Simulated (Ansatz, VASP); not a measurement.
# Two plane-wave programs on Hf

```
Hf
1.0
     3.20482    0.00000    0.00000
    -1.60241    2.77545    0.00000
     0.00000    0.00000    4.86500
Hf
2
Cartesian
  0.0000 1.8503 1.2163
  1.6024 0.9252 3.6488
```

Alike in both runs: task single point; functional PBE; k mesh 18 × 18 × 10; occupations gaussian, width 0.15 eV; no spin polarisation.

|  | VASP | Ansatz |
| --- | --- | --- |
| version | VASP 6.6.1 | Ansatz 0.2.0 |
| potentials or method | VASP PAW PBE potentials, release 64 (Hf_pv), cutoff 500 eV | scalar-relativistic, plane waves, PAW |
| valence electrons in the cell | 20 | 52 |

VASP gave:

| Quantity | Value |
| --- | --- |
| gap on the k mesh at the Fermi level (eV) | none |
| pressure (GPa) | 4.5 |
| traceless stress, the component that is largest in VASP (GPa) | 3.79 |

**Question.** What did Ansatz give for the same quantities?

**Answer.** gap on the k mesh at the Fermi level (eV): none; pressure (GPa): 4.9; traceless stress, the component that is largest in VASP (GPa): 3.86.

A gap of «none» marks a metal or a gap that the smearing closes. With one functional, cell and mesh, what is left measures potentials, basis and numerics. VASP's potentials hold 20 valence electrons a cell and Ansatz's 52, so a difference there can come from the potentials and not from the codes.

Spin-orbit coupling is off throughout.
